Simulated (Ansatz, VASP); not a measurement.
HfC: VASP beside Ansatz

File INCAR:

```
SYSTEM = HfC
PREC = Accurate
ENCUT = 600
EDIFF = 1E-6
ISMEAR = -1
SIGMA = 0.05
LREAL = .FALSE.
LASPH = .TRUE.
NELM = 100
ALGO = Normal
ISIF = 3
LWAVE = .FALSE.
LCHARG = .FALSE.
GGA = RE
IBRION = 2
NSW = 60
EDIFFG = -0.01
```

The input KPOINTS:

```
Automatic mesh
0
G
  12 12 12
  0 0 0
```

POSCAR

```
HfC
1.0
   -1.3966732300      2.4971805100      1.8473367300
    1.3966732300     -2.4971805100      1.8473367300
    1.3966732300      2.4971805100     -1.8473367300
Hf C
1 1
Direct
    0.9847118300      0.9847118300      0.0000000000
    0.6794548300      0.1794548300      0.5000000000
```

File input.yaml:

```yaml
crystal:
  lattice:
    - [-1.39667323, 2.49718051, 1.84733673]
    - [1.39667323, -2.49718051, 1.84733673]
    - [1.39667323, 2.49718051, -1.84733673]
  atoms:
    - { symbol: Hf, position: [0.98471183, 0.98471183, 0.0] }
    - { symbol: C, position: [0.67945483, 0.17945483, 0.5] }
hamiltonian:
  xc: revpbe
  pseudopotentials: { kind: paw }
kpoints:
  mp_grid: { grid: [12, 12, 12] }
scf:
  occupations: { method: fermi_dirac, width: 0.05 }
output:
  forces: true
  stress: true
  eigenvalues: true
  write_density: true
  write_potential: true
  elf: true
  volumetric_format: npy
relax:
  f_tol: 0.01
  max_steps: 40
  cell: { stress_tol: 0.05 }
```

Alike in both runs: task relaxation of cell and atoms; functional revPBE; k mesh 12 × 12 × 12; occupations fermi-dirac, width 0.05 eV; no spin polarisation.

```csv
,VASP,Ansatz
version,VASP 6.6.1,Ansatz 0.2.0
potentials or method,"VASP PAW PBE potentials, release 64 (Hf_pv, C)",Ansatz PAW
plane-wave cutoff (eV),600,420
valence electrons in the cell,14,30
```

Ansatz gave:

* gap on the k mesh at the Fermi level, each at its own relaxed structure (eV): none
* relaxed volume (Å³/atom): 12.74
* relaxed cell length with the largest relative difference (Å): 3.303

Task: Estimate VASP's values.

Result: gap on the k mesh at the Fermi level, each at its own relaxed structure (eV): none; relaxed volume (Å³/atom): 12.69; relaxed cell length with the largest relative difference (Å): 3.299.

VASP's potentials were made for PBE, not for revPBE. A gap of «none» marks a metal or a gap that the smearing closes. VASP's potentials hold 14 valence electrons a cell and Ansatz's 30, so a difference there can come from the potentials and not from the codes.

Spin-orbit coupling is off throughout. Noted on Ansatz's run: the plane-wave basis is chosen anew once the cell has moved, so the energies of steps on either side of that aren't comparable.
